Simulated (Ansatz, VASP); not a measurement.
Two plane-wave programs on AlN

The input INCAR:

```
  PREC = Accurate
  ENCUT = 600
  EDIFF = 1E-6
  ISMEAR = -1
  SIGMA = 0.05
  LREAL = False
  LASPH = True
  NELM = 120
  ALGO = Normal
  ISIF = 2
  LWAVE = False
  LCHARG = True
  GGA = PS
  LELF = True
  LVHAR = True
  NBANDS = 16
  GGA_COMPAT = False
```

File KPOINTS:

```
regular mesh
0
Gamma
  8 8 5
```

POSCAR

```
AlN
1.0
    3.1441300000      0.0000000000      0.0000000000
   -1.5720650000      2.7228964528      0.0000000000
    0.0000000000      0.0000000000      4.9810000000
Al N
2 2
Direct
    0.6666666667      0.3333333333      0.5000000000
    0.3333333333      0.6666666667      0.0000000000
    0.6666666667      0.3333333333      0.8800000000
    0.3333333333      0.6666666667      0.3800000000
```

File input.yaml:

```yaml
crystal:
  lattice:
    - [3.14413, 0.0, 0.0]
    - [-1.572065, 2.7228964528, 0.0]
    - [0.0, 0.0, 4.981]
  atoms:
    - { symbol: Al, position: [0.6666666667, 0.3333333333, 0.5] }
    - { symbol: Al, position: [0.3333333333, 0.6666666667, 0.0] }
    - { symbol: "N", position: [0.6666666667, 0.3333333333, 0.88] }
    - { symbol: "N", position: [0.3333333333, 0.6666666667, 0.38] }
hamiltonian:
  xc: pbesol
  pseudopotentials: { kind: paw }
kpoints:
  mp_grid: { grid: [8, 8, 5] }
scf:
  occupations: { method: fermi_dirac, width: 0.05 }
output:
  forces: true
  stress: true
  eigenvalues: true
  write_density: true
  write_potential: true
  elf: true
  volumetric_format: npy
```

Alike in both runs: task single point; functional PBEsol; k mesh 8 × 8 × 5; occupations fermi-dirac, width 0.05 eV; no spin polarisation.

|  | VASP | Ansatz |
| --- | --- | --- |
| version | VASP 6.6.1 | Ansatz 0.2.0 |
| potentials or method | VASP PAW PBE potentials, release 64 (Al, N) | Ansatz PAW |
| plane-wave cutoff (eV) | 600 | 420 |
| valence electrons in the cell | 16 | 16 |

|  | VASP | Ansatz | Ansatz less VASP |
| --- | --- | --- | --- |
| gap on the k mesh at the Fermi level (eV) | 3.95 | 3.94 | -0.014 |
| least direct gap on the mesh (eV) | 3.95 | 3.94 | -0.014 |
| pressure (GPa) | -3.9 | -3.6 | +0.22 |
| traceless stress, the component that is largest in VASP (GPa) | 3.64 | 3.59 | -0.053 |
| rms of the force components (eV/Å) | 0.136 | 0.134 | -0.0022 |

VASP's potentials were made for PBE, not for PBEsol. Atom by atom the forces differ by 0.002 eV/Å (rms over components).

Noted on Ansatz's run: odd divisions of the mesh miss points on the zone boundary, where band edges often lie, so the gap on the mesh can be too wide.
